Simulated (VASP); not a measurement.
# TaN (P-42m) in VASP: a series of runs, part 2 of 2

VASP 6.6.1. Earlier steps stand in the parts before.

## Step 3: Single point, PBE (atoms taken out)

File INCAR:

```
PREC = Accurate
ENCUT = 520
EDIFF = 1E-6
ISMEAR = 0
SIGMA = 0.1
LREAL = False
LASPH = True
NELM = 60
ALGO = Normal
ISIF = 2
LWAVE = False
LCHARG = False
GGA = PE
NBANDS = 42
```

File KPOINTS:

```
Automatic mesh
0
Gamma
  8 8 8
```

File POSCAR:

```
TaN
1.0
    5.0036655649      0.0000000000      0.0000000000
    0.0000000000      5.0036655649      0.0000000000
    0.0000000000      0.0000000000      4.4447674798
Ta N
4 4
Direct
    0.7548866630      0.7548866630      0.7714911734
    0.7548866630      0.2451133370      0.2285088266
    0.2451133370      0.7548866630      0.2285088266
    0.2451133370      0.2451133370      0.7714911734
    0.0000000000      0.0000000000      0.5000000000
    0.0000000000      0.5000000000      0.0000000000
    0.5000000000      0.0000000000      0.0000000000
    0.5000000000      0.5000000000      0.0000000000
```

Potentials or basis: VASP PAW PBE potentials, release 64 (Ta_pv, N).

On the command line:

```sh
> cat potpaw_PBE.64/Ta_pv/POTCAR potpaw_PBE.64/N/POTCAR > POTCAR
> mpirun -np 1 vasp_std > vasp.out
```

Run time: 9.1 min. Hardware: 1 thread of Intel Xeon 8259CL, shared host; peak memory 0.4 GiB.

It converged, with:

```yaml
Free_energy: -84.7697 eV
Pressure: 0.6 GPa
Largest_force: 0.046 eV/Å
Band_gap_on_the_k_mesh: zero (bands 32 and 33 overlap by 1.04 eV)
```

Forces in eV/Å, atoms in the order of the input:
```
Ta   0.009  0.009 -0.044
Ta   0.009 -0.009  0.044
Ta  -0.009  0.009  0.044
Ta  -0.009 -0.009 -0.044
N    0.000  0.000  0.000
N    0.000  0.000  0.000
N    0.000  0.000  0.000
N    0.000  0.000  0.000
```

Stress tensor (GPa, compression positive):
```
0.72 0.00 0.00
0.00 0.72 0.00
0.00 0.00 0.39
```

Levels at points of the mesh, in eV from the Fermi level:
| k point | band 29 | band 30 | band 31 | band 32 | band 33 | band 34 | band 35 | band 36 |
| --- | --- | --- | --- | --- | --- | --- | --- | --- |
| (0.00, 0.00, 0.00) | -2.68 | -1.77 | -1.00 | -0.53 | -0.53 | -0.04 | 1.13 | 1.55 |
| (0.50, 0.00, 0.00) | -2.37 | -1.96 | -1.11 | -0.57 | -0.02 | 0.36 | 1.01 | 1.53 |
| (0.50, 0.50, 0.00) | -2.01 | -1.45 | -1.45 | -1.20 | 0.23 | 0.63 | 0.75 | 0.86 |
| (0.00, 0.00, 0.50) | -1.60 | -1.52 | -1.38 | 0.51 | 0.58 | 0.86 | 0.86 | 1.11 |
| (0.50, 0.00, 0.50) | -1.34 | -1.11 | -0.30 | -0.09 | 0.24 | 1.11 | 1.14 | 1.15 |
| (0.50, 0.50, 0.50) | -1.32 | -0.89 | -0.89 | 0.33 | 1.15 | 1.15 | 1.39 | 1.64 |

Caveat: the cell differs from its parent crystal (atoms taken out); spin-orbit coupling is left out, which moves the levels of the heavy elements.

## Step 4: Single point, PBE, collinear spin (atoms taken out)

File INCAR:

```
SYSTEM = TaN
PREC = Accurate ; ENCUT = 520
EDIFF = 1E-6 ; ISMEAR = 0
SIGMA = 0.1 ; LREAL = .FALSE.
LASPH = .TRUE. ; NELM = 150
ALGO = Normal ; ISIF = 2
LWAVE = .FALSE. ; LCHARG = .FALSE.
ISPIN = 2 ; MAGMOM = 1 1 1 1 0 0 0 0
LORBIT = 11 ; LMAXMIX = 4
GGA = PE ; NBANDS = 46
```

File KPOINTS:

```
regular mesh
0
G
  4 4 4
  0 0 0
```

File POSCAR:

```
TaN
1.0
    4.9901538022      0.0000000000      0.0000000000
    0.0000000000      4.9901538022      0.0000000000
    0.0000000000      0.0000000000      4.4495650861
Ta N
4 4
Direct
    0.7521685068      0.7521685068      0.7662753576
    0.7521685068      0.2478314932      0.2337246424
    0.2478314932      0.7521685068      0.2337246424
    0.2478314932      0.2478314932      0.7662753576
    0.0000000000      0.0000000000      0.5000000000
    0.0000000000      0.5000000000      0.0000000000
    0.5000000000      0.0000000000      0.0000000000
    0.5000000000      0.5000000000      0.0000000000
```

On the command line:

```sh
> cat potpaw_PBE.64/Ta_pv/POTCAR potpaw_PBE.64/N/POTCAR > POTCAR
> mpirun -np 1 vasp_std > vasp.out
```

It took 4.9 min on 1 thread of Intel Xeon 8259CL, shared host; peak memory 0.34 GiB.

The run converged. Its results:

```yaml
Free_energy: -84.7572 eV
Pressure: 0.3 GPa
Largest_force: 0.038 eV/Å
Band_gap_on_the_k_mesh: zero (filled and empty bands overlap)
Net_moment: 0.00 μB per cell
Valence_electrons_inside_the_program's_atomic_spheres: Ta 8.79; N 3.77, 3.83, 3.86 (each value once)
```

Forces in eV/Å, atoms in the order of the input:
```
Ta   0.007  0.007 -0.037
Ta   0.007 -0.007  0.037
Ta  -0.007  0.007  0.037
Ta  -0.007 -0.007 -0.037
N    0.000  0.000  0.000
N    0.000  0.000  0.000
N    0.000  0.000  0.000
N    0.000  0.000  0.000
```

Stress tensor (GPa, compression positive):
```
0.45 0.00 0.00
0.00 0.45 0.00
0.00 0.00 0.06
```

Levels at points of the mesh, in eV from the Fermi level:
Spin up:
```
           k point  band 30  band 31  band 32  band 33  band 34  band 35
(0.00, 0.00, 0.00)    -1.82    -1.06    -0.44    -0.44     0.02     1.07
(0.50, 0.00, 0.00)    -2.01    -1.13    -0.63    -0.15     0.41     1.12
(0.50, 0.50, 0.00)    -1.55    -1.55    -1.05     0.15     0.58     0.75
(0.00, 0.00, 0.50)    -1.45    -1.37     0.42     0.63     0.81     0.81
(0.50, 0.00, 0.50)    -1.23    -0.35     0.04     0.28     0.92     1.10
(0.50, 0.50, 0.50)    -0.87    -0.87     0.34     1.08     1.08     1.39
```
Spin down:
| k point | band 28 | band 29 | band 30 | band 31 | band 32 | band 33 | band 34 | band 35 | band 36 | band 37 |
| --- | --- | --- | --- | --- | --- | --- | --- | --- | --- | --- |
| (0.00, 0.00, 0.00) | -2.62 | -2.62 | -1.82 | -1.06 | -0.44 | -0.44 | 0.02 | 1.07 | 1.44 | 2.10 |
| (0.50, 0.00, 0.00) | -2.70 | -2.23 | -2.01 | -1.13 | -0.63 | -0.15 | 0.41 | 1.12 | 1.47 | 1.74 |
| (0.50, 0.50, 0.00) | -4.34 | -2.17 | -1.55 | -1.55 | -1.05 | 0.15 | 0.58 | 0.75 | 0.86 | 1.04 |
| (0.00, 0.00, 0.50) | -2.71 | -1.73 | -1.45 | -1.37 | 0.42 | 0.63 | 0.81 | 0.81 | 0.95 | 1.23 |
| (0.50, 0.00, 0.50) | -2.63 | -1.29 | -1.23 | -0.35 | 0.04 | 0.28 | 0.92 | 1.10 | 1.10 | 1.61 |
| (0.50, 0.50, 0.50) | -3.44 | -1.29 | -0.87 | -0.87 | 0.34 | 1.08 | 1.08 | 1.39 | 1.68 | 1.68 |

Caveat: the cell differs from its parent crystal (atoms taken out); spin-orbit coupling is left out, which moves the levels of the heavy elements.

## Step 5: Single point, PBE, collinear spin (atoms taken out)

File INCAR:

```
ALGO     = Normal         # electronic algorithm
EDIFF    = 1E-6           # SCF threshold, eV
ENCUT    = 520            # plane-wave cutoff, eV
GGA      = PE             # functional
ISIF     = 2              # what is computed and relaxed
ISMEAR   = 0              # smearing method
ISPIN    = 2              # spin polarisation
LASPH    = True           # aspherical terms in the spheres
LCHARG   = False          # write CHGCAR
LMAXMIX  = 4              # l up to which the mixer works
LORBIT   = 11             # projections on sites
LREAL    = False          # projectors in reciprocal space
LWAVE    = False          # write WAVECAR
MAGMOM   = 1 1 1 1 0 0 0 0 # initial moments
NBANDS   = 46             # bands
NELM     = 150            # most SCF steps
PREC     = Accurate       # precision mode
SIGMA    = 0.1            # smearing width, eV
```

File KPOINTS:

```
k-points
0
Gamma
  4 4 4
```

File POSCAR:

```
TaN
1.0
    5.0645165600      0.0000000000      0.0000000000
    0.0000000000      5.0645165600      0.0000000000
    0.0000000000      0.0000000000      5.0645165600
Ta N
4 4
Direct
    0.7500000000      0.7500000000      0.7500000000
    0.7500000000      0.2500000000      0.2500000000
    0.2500000000      0.7500000000      0.2500000000
    0.2500000000      0.2500000000      0.7500000000
    0.0000000000      0.0000000000      0.5000000000
    0.0000000000      0.5000000000      0.0000000000
    0.5000000000      0.0000000000      0.0000000000
    0.5000000000      0.5000000000      0.0000000000
```

On the command line:

```sh
> cat potpaw_PBE.64/Ta_pv/POTCAR potpaw_PBE.64/N/POTCAR > POTCAR
> mpirun -np 1 vasp_std > vasp.out
```

Wall time 3.9 min (1 thread of Intel Xeon Platinum 8375C at 2.90GHz (Ice Lake), shared host); peak memory 0.37 GiB.

It converged, with:

* Free energy: -82.1367 eV
* Pressure: -28.0 GPa
* Largest force: 2.062 eV/Å
* Band gap on the k mesh: zero (filled and empty bands overlap)
* Net moment: 0.00 μB per cell
* Valence electrons inside the program's atomic spheres: Ta 8.50; N 3.69, 3.67, 3.71 (each value once)

Forces in eV/Å, atoms in the order of the input:
```
Ta  -0.482 -0.482  1.945
Ta  -0.482  0.482 -1.945
Ta   0.482 -0.482 -1.945
Ta   0.482  0.482  1.945
N    0.000  0.000  0.000
N    0.000  0.000  0.000
N    0.000  0.000  0.000
N    0.000  0.000  0.000
```

Stress tensor (GPa, compression positive):
```
-23.34   0.00   0.00
  0.00 -23.34   0.00
  0.00   0.00 -37.19
```

Levels at points of the mesh, in eV from the Fermi level:
Spin up:
| k point | band 28 | band 29 | band 30 | band 31 | band 32 | band 33 | band 34 | band 35 | band 36 | band 37 |
| --- | --- | --- | --- | --- | --- | --- | --- | --- | --- | --- |
| (0.00, 0.00, 0.00) | -1.42 | -1.40 | -1.33 | -1.33 | 0.04 | 0.04 | 0.43 | 0.71 | 0.75 | 1.91 |
| (0.50, 0.00, 0.00) | -2.38 | -1.66 | -1.25 | -0.90 | -0.40 | -0.10 | 0.56 | 1.05 | 1.29 | 1.31 |
| (0.00, 0.00, 0.50) | -1.57 | -1.57 | -1.52 | -1.25 | -0.33 | 0.20 | 0.53 | 0.53 | 1.19 | 1.32 |
| (0.50, 0.50, 0.00) | -3.22 | -2.15 | -1.15 | -1.15 | -0.57 | 0.12 | 0.34 | 1.13 | 1.13 | 1.14 |
| (0.00, 0.50, 0.50) | -1.91 | -1.45 | -1.16 | -0.20 | 0.19 | 0.20 | 0.44 | 0.44 | 0.64 | 1.36 |
| (0.50, 0.50, 0.50) | -2.83 | -1.12 | -0.62 | -0.62 | 0.16 | 0.93 | 0.93 | 1.16 | 1.20 | 1.21 |
Spin down:
```tsv
k point	band 29	band 30	band 31	band 32	band 33	band 34	band 35	band 36
(0.00, 0.00, 0.00)	-1.40	-1.33	-1.33	0.04	0.04	0.43	0.71	0.75
(0.50, 0.00, 0.00)	-1.66	-1.25	-0.90	-0.40	-0.10	0.56	1.05	1.29
(0.00, 0.00, 0.50)	-1.57	-1.52	-1.25	-0.33	0.20	0.53	0.53	1.19
(0.50, 0.50, 0.00)	-2.15	-1.15	-1.15	-0.57	0.12	0.34	1.13	1.13
(0.00, 0.50, 0.50)	-1.45	-1.16	-0.20	0.19	0.20	0.44	0.44	0.64
(0.50, 0.50, 0.50)	-1.12	-0.62	-0.62	0.16	0.93	0.93	1.16	1.20
```

Caveat: the cell differs from its parent crystal (atoms taken out); the stress differs along the axes, from -37 to -23 GPa; spin-orbit coupling is left out, which moves the levels of the heavy elements; forces of over 1 eV/Å act on the atoms, so gaps and moduli don't describe the material at rest.

## Step 6: Summary

| task | spin | cell | k mesh | cutoff (eV) | gap on the mesh (eV) | pressure (GPa) | moment (μB) | largest force (eV/Å) |
| --- | --- | --- | --- | --- | --- | --- | --- | --- |
| relaxation of cell and atoms | off | relaxed from a = 5.065 Å, 8 atoms, atomic positions A | 4 × 4 × 4 | 600 | none | 0.4 | - | 0.02 |
| single point | off | a = 5.004, b = 5.004, c = 4.445 Å, 8 atoms, atomic positions B | 8 × 8 × 8 | 520 | none | 0.6 | - | 0.05 |
| single point | collinear | a = 4.990, b = 4.990, c = 4.450 Å, 8 atoms, atomic positions C | 4 × 4 × 4 | 520 | none | 0.3 | 0.00 | 0.04 |
| single point | collinear | a = 5.065 Å, 8 atoms, atomic positions A | 4 × 4 × 4 | 520 | none | -28.0 | 0.00 | 2.06 |

Alike in all rows: level PBE; potentials or basis VASP PAW PBE potentials, release 64 (Ta_pv, N); smearing gaussian 0.1 eV.

Caveats: spin-orbit coupling is left out, which moves the levels of the heavy elements; the stress differs along the axes, from -37 to -23 GPa (at least some runs); forces of over 1 eV/Å act on the atoms, so gaps and moduli don't describe the material at rest (at least some runs).

Total energies depend on the potentials used, so only differences within one code and one set of settings carry meaning.
